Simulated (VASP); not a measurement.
A run of VASP 6.6.1 is set up as follows.

The input INCAR:

```
  PREC = Accurate
  ENCUT = 600
  EDIFF = 1E-8
  ISMEAR = 0
  SIGMA = 0.01
  LREAL = F
  LASPH = T
  NELM = 120
  ALGO = Normal
  ISIF = 2
  LWAVE = F
  LCHARG = F
  IBRION = 8
  NSW = 1
  GGA_COMPAT = F
```

The input KPOINTS:

```
Automatic mesh
0
Gamma
  14 14 14
```

Contents of POSCAR:

```
GaN
1.0
    0.0000000000      2.1352350000      2.1352350000
    2.1352350000      0.0000000000      2.1352350000
    2.1352350000      2.1352350000      0.0000000000
Ga N
1 1
Direct
    0.0000000000      0.0000000000      0.0000000000
    0.5000000000      0.5000000000      0.5000000000
```

Potentials or basis: VASP PAW LDA potentials, release 64 (Ga_d, N).

The run is started by

```sh
$ cat potpaw_LDA.64/Ga_d/POTCAR potpaw_LDA.64/N/POTCAR > POTCAR
$ mpirun -np 1 vasp_std > vasp.out
```

(1) Estimate the highest phonon frequency at Γ, LO-TO splitting left out.

Results:

(1) 172 cm⁻¹.

Caveat: the cell wasn't relaxed at this level first, which shifts response properties.
